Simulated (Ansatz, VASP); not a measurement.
# MnSb: VASP beside Ansatz

File POSCAR:

```
MnSb
1.0
    0.0000000000      2.7950160000      2.7950160000
    2.7950160000      0.0000000000      2.7950160000
    2.7950160000      2.7950160000      0.0000000000
Mn Sb
1 1
Direct
    0.0000000000      0.0000000000      0.0000000000
    0.5000000000      0.5000000000      0.5000000000
```

Contents of INCAR.step1:

```
SYSTEM = MnSb
PREC     = Accurate       ! precision mode
ENCUT    = 520            ! plane-wave cutoff, eV
ISMEAR   = 0              ! smearing method
SIGMA    = 0.1            ! smearing width, eV
LREAL    = .FALSE.        ! projectors in reciprocal space
LASPH    = .TRUE.         ! aspherical terms in the spheres
NELM     = 150            ! most SCF steps
ISPIN    = 2              ! spin polarisation
MAGMOM   = 4 0            ! initial moments
LMAXMIX  = 4              ! l up to which the mixer works
NBANDS   = 20             ! bands
GGA      = PE             ! functional
ALGO     = Normal         ! electronic algorithm
EDIFF    = 1E-4           ! SCF threshold, eV
LWAVE    = .TRUE.         ! write WAVECAR
LCHARG   = .FALSE.        ! write CHGCAR
```

Contents of INCAR.step2:

```
SYSTEM = MnSb
PREC     = Accurate       ! precision mode
ENCUT    = 520            ! plane-wave cutoff, eV
EDIFF    = 1E-7           ! SCF threshold, eV
ISMEAR   = 0              ! smearing method
SIGMA    = 0.1            ! smearing width, eV
LREAL    = .FALSE.        ! projectors in reciprocal space
LASPH    = .TRUE.         ! aspherical terms in the spheres
NELM     = 150            ! most SCF steps
ALGO     = Normal         ! electronic algorithm
ISIF     = 2              ! what is computed and relaxed
LWAVE    = .FALSE.        ! write WAVECAR
LCHARG   = .FALSE.        ! write CHGCAR
ISPIN    = 2              ! spin polarisation
MAGMOM   = 4 0            ! initial moments
LORBIT   = 11             ! projections on sites
LMAXMIX  = 4              ! l up to which the mixer works
METAGGA  = R2SCAN         ! meta-GGA
LMIXTAU  = .TRUE.       
NBANDS   = 20             ! bands
ISTART   = 1
```

KPOINTS

```
regular mesh
0
G
  14 14 14
  0 0 0
```

Input for Ansatz:

```yaml
crystal:
  lattice:
    - [0.0, 2.795016, 2.795016]
    - [2.795016, 0.0, 2.795016]
    - [2.795016, 2.795016, 0.0]
  atoms:
    - { symbol: Mn, position: [0.0, 0.0, 0.0], spin: 4.0 }
    - { symbol: Sb, position: [0.5, 0.5, 0.5] }
basis:
  ecutwfc: 500
kpoints:
  mp_grid: { grid: [14, 14, 14] }
hamiltonian:
  xc: r2scan
scf:
  occupations: { method: gaussian, width: 0.1 }
  lower_state_search: "off"
output:
  forces: true
  stress: true
  eigenvalues: true
  populations: true
magnetization:
  spin_polarized: true
```

Alike in both runs: task single point; functional r2SCAN; k mesh 14 × 14 × 14; occupations gaussian, width 0.1 eV; collinear spin.

|  | VASP | Ansatz |
| --- | --- | --- |
| version | VASP 6.6.1 | Ansatz 0.2.0 |
| potentials or method | VASP PAW PBE potentials, release 64 (Mn_pv, Sb), cutoff 520 eV | scalar-relativistic, plane waves, PAW |
| valence electrons in the cell | 18 | 30 |

Ansatz gave:

- gap on the k mesh at the Fermi level (eV): none
- pressure (GPa): 1.7
- net moment per atom (μB): 2.01
- size of the moment on the site where the two differ most (μB): 4.11

Problem. Which values does VASP return?

Solution. gap on the k mesh at the Fermi level (eV): none; pressure (GPa): 1.7; net moment per atom (μB): 2.01; size of the moment on the site where the two differ most (μB): 4.07.

VASP's potentials were made for PBE, not for r2SCAN. Site moments also hang on the region over which each program counts them. A gap of «none» marks a metal or a gap that the smearing closes. With one functional, cell and mesh, what is left measures potentials, basis and numerics. VASP's potentials hold 18 valence electrons a cell and Ansatz's 30, so a difference there can come from the potentials and not from the codes. Ansatz's warnings: stability check not made.

Neither program's run includes spin-orbit coupling.
